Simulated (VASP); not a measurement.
A run of VASP 6.6.1 is set up as follows.

POSCAR

```
Au
1.0
    0.0000000000      2.0350000000      2.0350000000
    2.0350000000      0.0000000000      2.0350000000
    2.0350000000      2.0350000000      0.0000000000
Au
1
Direct
    0.0000000000      0.0000000000      0.0000000000
```

INCAR.step1

```
PREC     = Accurate       # precision mode
ENCUT    = 520            # plane-wave cutoff, eV
EDIFF    = 1E-5           # SCF threshold, eV
ISMEAR   = -1             # smearing method
SIGMA    = 0.05           # smearing width, eV
LREAL    = F              # projectors in reciprocal space
LASPH    = T              # aspherical terms in the spheres
NELM     = 60             # most SCF steps
ALGO     = Normal         # electronic algorithm
ISIF     = 2              # what is computed and relaxed
LWAVE    = T              # write WAVECAR
LCHARG   = F              # write CHGCAR
GGA      = PE             # functional
NBANDS   = 12             # bands
```

The input INCAR.step2:

```
PREC     = Accurate       # precision mode
ENCUT    = 520            # plane-wave cutoff, eV
EDIFF    = 1E-6           # SCF threshold, eV
ISMEAR   = -1             # smearing method
SIGMA    = 0.05           # smearing width, eV
LREAL    = F              # projectors in reciprocal space
LASPH    = T              # aspherical terms in the spheres
NELM     = 60             # most SCF steps
ALGO     = Normal         # electronic algorithm
ISIF     = 2              # what is computed and relaxed
LWAVE    = F              # write WAVECAR
LCHARG   = F              # write CHGCAR
GGA      = PE             # functional
LHFCALC  = T              # exact exchange
HFSCREEN = 0.2079         # screening, 1/A
PRECFOCK = Normal       
ISTART   = 1            
NBANDS   = 12             # bands
```

File KPOINTS:

```
Automatic mesh
0
Gamma
  6 6 6
```

Potentials or basis: VASP PAW PBE potentials, release 64 (Au).

Launch:

```sh
$ cat potpaw_PBE.64/Au/POTCAR > POTCAR
$ cp INCAR.step1 INCAR
$ mpirun -np 1 vasp_std > vasp.out
$ cp INCAR.step2 INCAR
$ mpirun -np 1 vasp_std > vasp.out
```

Task: Predict the pressure.

Result: 8.3 GPa.

Task: Predict the band gap on the k mesh.

Result: Zero (an odd number of electrons rules out a gap without spin polarisation).

Caveat: the k points lie up to 0.45 Å⁻¹ apart, too coarse for converged energies and pressures of a metal; the PAW data sets were made with another functional, which shifts forces and pressure a little; spin-orbit coupling is left out, which moves the levels of the heavy elements.
